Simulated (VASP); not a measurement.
# HoAuF4 (P2_1/m) in VASP: further runs, part 2 of 2

VASP 6.6.1.

## 3. Single point, PBE

INCAR

```
SYSTEM = HoAuF4
PREC = Accurate
ENCUT = 600
EDIFF = 1E-6
ISMEAR = 0
SIGMA = 0.1
LREAL = .False.
LASPH = .True.
NELM = 200
ALGO = Normal
ISIF = 2
LWAVE = .False.
LCHARG = .True.
GGA = PE
LELF = .True.
LVHAR = .True.
NBANDS = 60
GGA_COMPAT = .False.
LMAXMIX = 6
```

KPOINTS

```
regular mesh
0
Gamma
  4 4 2
  0 0 0
```

POSCAR

```
HoAuF4
1.0
    6.8155721336      0.0000000000      0.0000000000
    0.0000000000      3.9295407067      0.0000000000
   -0.2972048310      0.0000000000      8.3051189396
Ho Au F
2 2 8
Direct
    0.2483584975      0.2500000000      0.9890470158
    0.7516415025      0.7500000000      0.0109529842
    0.3239041029      0.2500000000      0.4915150144
    0.6760958971      0.7500000000      0.5084849856
    0.3987693599      0.7500000000      0.0221551773
    0.9448824030      0.2500000000      0.0820916828
    0.6012306401      0.2500000000      0.9778448227
    0.0551175970      0.7500000000      0.9179083172
    0.3179896818      0.2500000000      0.2463316248
    0.7147017141      0.7500000000      0.2658581550
    0.2852982859      0.2500000000      0.7341418450
    0.6820103182      0.7500000000      0.7536683752
```

Potentials or basis: VASP PAW PBE potentials, release 64 (Ho_3, Au, F), 4f in core.

Launch:

```
$ cat potpaw_PBE.64/Ho_3/POTCAR potpaw_PBE.64/Au/POTCAR potpaw_PBE.64/F/POTCAR > POTCAR
$ mpirun -np 1 vasp_std > vasp.out
```

OUTCAR:

```text
SYSTEM = HoAuF4
   PREC = Accurate
   ENCUT = 600
   EDIFF = 1E-6
   ISMEAR = 0
   LREAL = .False.
   LASPH = .True.
   NELM = 200
   ISIF = 2
   GGA = PE

 ion  position               nearest neighbor table
   1  0.248  0.250  0.989-  11 2.14   9 2.17   5 2.23   5 2.23   6 2.23   7 2.41   8 2.43   8 2.43

   2  0.752  0.750  0.011-  10 2.14  12 2.17   7 2.23   7 2.23   8 2.23   5 2.41   6 2.43   6 2.43

   3  0.324  0.250  0.492-   9 2.04  11 2.04   4 3.10   4 3.10
   4  0.676  0.750  0.508-  12 2.04  10 2.04   3 3.10   3 3.10
   5  0.399  0.750  0.022-   1 2.23   1 2.23   2 2.41
   6  0.945  0.250  0.082-   1 2.23   2 2.43   2 2.43
   7  0.601  0.250  0.978-   2 2.23   2 2.23   1 2.41
   8  0.055  0.750  0.918-   2 2.23   1 2.43   1 2.43
   9  0.318  0.250  0.246-   3 2.04   1 2.17
  10  0.715  0.750  0.266-   4 2.04   2 2.14
  11  0.285  0.250  0.734-   3 2.04   1 2.14
  12  0.682  0.750  0.754-   4 2.04   2 2.17

  LATTYP: Found a simple monoclinic cell.
 ALAT       =     6.8155721336
 B/A-ratio  =     0.5765533149
 C/A-ratio  =     1.2193305159
 COS(beta)  =    -0.0357628485

  Lattice vectors:

 A1 = (   6.8155721336,   0.0000000000,   0.0000000000)
 A2 = (   0.0000000000,   3.9295407067,   0.0000000000)
 A3 = (  -0.2972048310,   0.0000000000,   8.3051189396)

Analysis of symmetry for initial positions (statically):
=====================================================================
 Subroutine PRICEL returns:
 Original cell was already a primitive cell.

 Routine SETGRP: Setting up the symmetry group for a
 simple monoclinic supercell.

 Subroutine GETGRP returns: Found  4 space group operations
 (whereof  2 operations were pure point group operations)
 out of a pool of  4 trial point group operations.

The static configuration has the point symmetry S_2 .
 The point group associated with its full space group is C_2h.

Analysis of symmetry for dynamics (positions and initial velocities):
=====================================================================
[... 154 lines left out ...]
   LRPA    =     F    only Hartree local field effects (RPA)
 non-spin polarized calculation
 Gauss-broadening in eV      SIGMA  =   0.10
  energy-cutoff  :      600.00
  volume of cell :      222.43
 maximum number of plane-waves:      7456
   NGX = 27   NGY = 15   NGZ = 33

 number of electron      95.9999989 magnetization

 Free energy of the ion-electron system (eV)
  ---------------------------------------------------
  ext. energy  EPLUGINS =         0.00000000
  ---------------------------------------------------
  free energy    TOTEN  =       -64.64981781 eV

  energy without entropy =      -64.64981781  energy(sigma->0) =      -64.64981781

 E-fermi :   0.5586     XC(G=0):  -8.5791

 val. band max:        0.1013796477   @ k =   0.0000   0.2500   0.5000
 cond. band min:       2.0805563962   @ k =   0.0000   0.0000   0.0000
 fundamental gap:      1.9791767485
 Fermi energy:         0.5585506471

 k-point     1 :       0.0000    0.0000    0.0000
  band No.  band energies     occupation
      1     -24.5085      2.00000
      2     -24.0752      2.00000
      3     -23.9589      2.00000
      4     -23.2146      2.00000
      5     -23.0909      2.00000
      6     -22.6982      2.00000
[... 1123 lines left out ...]
     59       8.0542      0.00000
     60       8.0548      0.00000

------------------------ aborting loop because EDIFF is reached ----------------------------------------

  FORCE on cell =-STRESS in cart. coord.  units (eV):
  Direction    XX          YY          ZZ          XY          YZ          ZX
  --------------------------------------------------------------------------------------
  -------------------------------------------------------------------------------------
  Total        0.2738404      0.3532774      1.0174381      0.0000000      0.0000000     -0.1341261
  in kB        1.9725048      2.5446991      7.3287284      0.0000000      0.0000000     -0.9661266
  external PRESSURE =       3.9486441 kB  Pullay stress =       0.0000000 kB

 VOLUME and BASIS-vectors are now :
 -----------------------------------------------------------------------------
  energy-cutoff  :      600.00
  volume of cell :      222.43
      direct lattice vectors                 reciprocal lattice vectors
     6.815572134  0.000000000  0.000000000     0.146722825  0.000000000  0.005250585
     0.000000000  3.929540707  0.000000000     0.000000000  0.254482667  0.000000000
    -0.297204831  0.000000000  8.305118940     0.000000000  0.000000000  0.120407668

 POSITION                                       TOTAL-FORCE (eV/Angst)
 -----------------------------------------------------------------------------------
      1.39876      0.98239      8.21415        -0.019254      0.000000     -0.029230
      5.11961      2.94716      0.09097         0.019254     -0.000000      0.029230
      2.06151      0.98239      4.08209         0.008477     -0.000000      0.009126
      4.45686      2.94716      4.22303        -0.008477      0.000000     -0.009126
      2.71126      2.94716      0.18400         0.079895      0.000000      0.022899
      6.41552      0.98239      0.68178        -0.091696     -0.000000      0.029945
      3.80711      0.98239      8.12112        -0.079895     -0.000000     -0.022899
      0.10285      2.94716      7.62334         0.091696     -0.000000     -0.029945
      2.09407      0.98239      2.04581         0.015729     -0.000000      0.084571
      4.79209      2.94716      2.20798        -0.014301     -0.000000      0.120933
      1.72628      0.98239      6.09714         0.014301     -0.000000     -0.120933
      4.42430      2.94716      6.25931        -0.015729     -0.000000     -0.084571
 -----------------------------------------------------------------------------------
    total drift:                                0.000000      0.000000     -0.000000

  FREE ENERGIE OF THE ION-ELECTRON SYSTEM (eV)
  ---------------------------------------------------
  free  energy   TOTEN  =       -64.6498178119 eV

  energy  without entropy=      -64.6498178119  energy(sigma->0) =      -64.64981781
```

OSZICAR:

```text
N       E                     dE             d eps       ncg     rms          rms(c)
DAV:   1     0.167110012634E+04    0.16711E+04   -0.43859E+04  2208   0.173E+03
DAV:   2     0.176144746923E+03   -0.14950E+04   -0.14437E+04  3240   0.592E+02
DAV:   3    -0.565475492568E+02   -0.23269E+03   -0.22340E+03  3744   0.240E+02
DAV:   4    -0.712507965541E+02   -0.14703E+02   -0.14513E+02  3536   0.637E+01
DAV:   5    -0.715452558401E+02   -0.29446E+00   -0.29286E+00  3472   0.133E+01    0.422E+01
DAV:   6    -0.647235011775E+02    0.68218E+01   -0.28358E+01  3304   0.282E+01    0.308E+01
DAV:   7    -0.646731489282E+02    0.50352E-01   -0.21798E+00  3240   0.905E+00    0.149E+01
DAV:   8    -0.646551229414E+02    0.18026E-01   -0.30924E-01  3440   0.408E+00    0.137E+00
DAV:   9    -0.646507946017E+02    0.43283E-02   -0.72642E-02  3088   0.168E+00    0.467E-01
DAV:  10    -0.646505167743E+02    0.27783E-03   -0.10904E-02  3480   0.689E-01    0.252E-01
DAV:  11    -0.646500436359E+02    0.47314E-03   -0.45079E-03  3664   0.601E-01    0.165E-01
DAV:  12    -0.646498667570E+02    0.17688E-03   -0.16495E-03  3256   0.325E-01    0.799E-02
DAV:  13    -0.646498099119E+02    0.56845E-04   -0.55539E-04  3184   0.146E-01    0.482E-02
DAV:  14    -0.646498177883E+02   -0.78764E-05   -0.79459E-05  3208   0.623E-02    0.238E-02
DAV:  15    -0.646498148928E+02    0.28955E-05   -0.30319E-05  3464   0.401E-02    0.772E-03
DAV:  16    -0.646498171282E+02   -0.22354E-05   -0.50122E-06  2400   0.145E-02    0.403E-03
DAV:  17    -0.646498178119E+02   -0.68367E-06   -0.44307E-07  1608   0.612E-03
   1 F= -.64649818E+02 E0= -.64649818E+02  d E =-.296491E-11
```

Wall time 3 min (1 thread of Intel Xeon 6975P-C (Granite Rapids), shared host); peak memory 0.49 GiB.

Results:

| Quantity | Value |
| --- | --- |
| Free energy | -64.6498 eV |
| Pressure | 0.4 GPa |
| Largest force | 0.122 eV/Å |
| Band gap on the k mesh | 1.98 eV (least direct gap 2.21 eV) |

Forces on the atoms (eV/Å):
```
Ho  -0.019  0.000 -0.029
Ho   0.019  0.000  0.029
Au   0.008  0.000  0.009
Au  -0.008  0.000 -0.009
F    0.080  0.000  0.023
F   -0.092  0.000  0.030
F   -0.080  0.000 -0.023
F    0.092  0.000 -0.030
F    0.016  0.000  0.085
F   -0.014  0.000  0.121
F    0.014  0.000 -0.121
F   -0.016  0.000 -0.085
```

Stress tensor (GPa, compression positive):
```
 0.20  0.00 -0.10
 0.00  0.25  0.00
-0.10  0.00  0.73
```

Caveat: spin-orbit coupling is left out, which moves the levels of the heavy elements; the 4f electrons are frozen in the core, so they carry no moment and show no levels. A k mesh can miss the band edges.
